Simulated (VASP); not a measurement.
Wanted: the native input for a VASP 6.6.1 run.

```yaml
Task: single point
Functional: PBEsol
Potentials_or_basis: VASP PAW PBE potentials, release 64 (Mg, Sb, Cl)
Cutoff: 520 eV
k_mesh: 6 × 6 × 6
Occupations: gaussian, width 0.1 eV
Spin: no spin polarisation
Dipole_correction: no
Further_INCAR_settings: ALGO = Normal; EDIFF = 1e-06; NBANDS = 16
```

The structure of Mg2SbCl lies in POSCAR:

```
Mg2SbCl
1.0
    1.8592166467      1.0734192314      6.7206955688
   -1.8592166467      1.0734192314      6.7206955688
    0.0000000000     -2.1468384629      6.7206955688
Mg Sb Cl
2 1 1
Direct
    0.2228150000      0.2228150000      0.2228150000
    0.7771850000      0.7771850000      0.7771850000
    0.5000000000      0.5000000000      0.5000000000
    0.0000000000      0.0000000000      0.0000000000
```

The input as run:

INCAR

```
PREC     = Accurate       # precision mode
ENCUT    = 520            # plane-wave cutoff, eV
EDIFF    = 1E-6           # SCF threshold, eV
ISMEAR   = 0              # smearing method
SIGMA    = 0.1            # smearing width, eV
LREAL    = F              # projectors in reciprocal space
LASPH    = T              # aspherical terms in the spheres
NELM     = 100            # most SCF steps
ALGO     = Normal         # electronic algorithm
ISIF     = 2              # what is computed and relaxed
LWAVE    = F              # write WAVECAR
LCHARG   = F              # write CHGCAR
GGA      = PS             # functional
NBANDS   = 16             # bands
```

KPOINTS

```
regular mesh
0
Gamma
  6 6 6
```

Potentials or basis: VASP PAW PBE potentials, release 64 (Mg, Sb, Cl).

Launch:

```console
$ cat potpaw_PBE.64/Mg/POTCAR potpaw_PBE.64/Sb/POTCAR potpaw_PBE.64/Cl/POTCAR > POTCAR
$ mpirun -np 1 vasp_std > vasp.out
```

Results of the run:

```yaml
Pressure: 26.7 GPa
Largest_force: 4.264 eV/Å
Band_gap_on_the_k_mesh: 0.26 eV, indirect (least direct gap 0.78 eV)
```

Caveat: the PAW data sets were made with another functional, which shifts forces and pressure a little; spin-orbit coupling is left out, which moves the levels of the heavy elements.

Wall time 110 s on 1 thread of Intel(R) Xeon(R) Platinum 8559C (Emerald Rapids), on a shared host, peak memory 0.4 GiB.
